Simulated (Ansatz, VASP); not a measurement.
Two plane-wave programs on K2IF

```
F I K
1.0
     2.17420    1.25527    7.42927
    -2.17420    1.25527    7.42927
     0.00000   -2.51055    7.42927
F I K
1 1 2
Direct
  0.00000 0.00000 0.00000
  0.50000 0.50000 0.50000
  0.27041 0.27041 0.27041
  0.72959 0.72959 0.72959
```

Alike in both runs: task single point; functional PBE; k mesh 6 × 6 × 6; no spin polarisation.

|  | VASP | Ansatz |
| --- | --- | --- |
| version | VASP 6.6.1 | Ansatz 0.2.0 |
| potentials or method | VASP PAW PBE potentials, release 64 (F, I, K_sv) | plane waves, PAW |
| plane-wave cutoff (eV) | 520 | 420 |
| occupations | gaussian, width 0.01 eV | fixed |
| valence electrons in the cell | 32 | 42 |

VASP gave:

```
gap on the k mesh at the Fermi level (eV) : 3.09
pressure (GPa)                            : 0.6
rms of the force components (eV/Å)        : 0.015
```

Problem. Estimate Ansatz's values.

Solution. gap on the k mesh at the Fermi level (eV): 3.10; pressure (GPa): 0.5; rms of the force components (eV/Å): 0.015.

Atom by atom the forces differ by 0.000 eV/Å (rms over components). VASP's potentials hold 32 valence electrons a cell and Ansatz's 42, so a difference there can come from the potentials and not from the codes.

Neither program's run includes spin-orbit coupling.
